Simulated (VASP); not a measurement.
In: single point with revPBE

In:

```
In
1.0
    -4.09786    4.06890    1.67737
     4.06890   -4.09786    1.67737
     2.26163    2.26163   -1.73042
In
2
Cartesian
  -1.8296 6.3239 -0.0531
  -0.9320 3.1647 0.8122
```

This cell differs from its parent crystal: volume scaled by 1.08.

| Item | Value |
| --- | --- |
| Program | VASP 6.6.1 |
| Task | single point |
| Functional | revPBE |
| Potentials or basis | VASP PAW PBE potentials, release 64 (In_d) |
| Cutoff | 520 eV |
| k mesh | 13 × 13 × 11 |
| Occupations | fermi-dirac, width 0.1 eV |
| Spin | no spin polarisation |
| Dipole correction | no |
| Further INCAR settings | ALGO = Normal; EDIFF = 1e-06; NBANDS = 20 |

```yaml
Pressure: -2.0 GPa
Largest_force: 0.011 eV/Å
Band_gap_on_the_k_mesh: zero (band 13 reaches 9.18 eV, above the bottom of band 14 at 3.47 eV)
```

Forces on the atoms (eV/Å):
```
In  -0.007  0.007  0.000
In   0.007 -0.007  0.000
```

Stress tensor (GPa, compression positive):
```
-2.05 -0.19  0.06
-0.19 -2.05  0.06
 0.06  0.06 -1.76
```

Levels at points of the mesh, in eV from the Fermi level:
```
           k point  band 11  band 12  band 13  band 14  band 15  band 16
(0.00, 0.00, 0.00)    -8.48    -4.27    -2.72     6.16     8.99     9.01
```

It took 6.7 min on 1 thread of Intel(R) Xeon(R) 6975P-C (Granite Rapids) (shared host), peak memory 0.6 GiB.

Caveat: the PAW data sets were made with another functional, which shifts forces and pressure a little; spin-orbit coupling is left out, which moves the levels of the heavy elements.
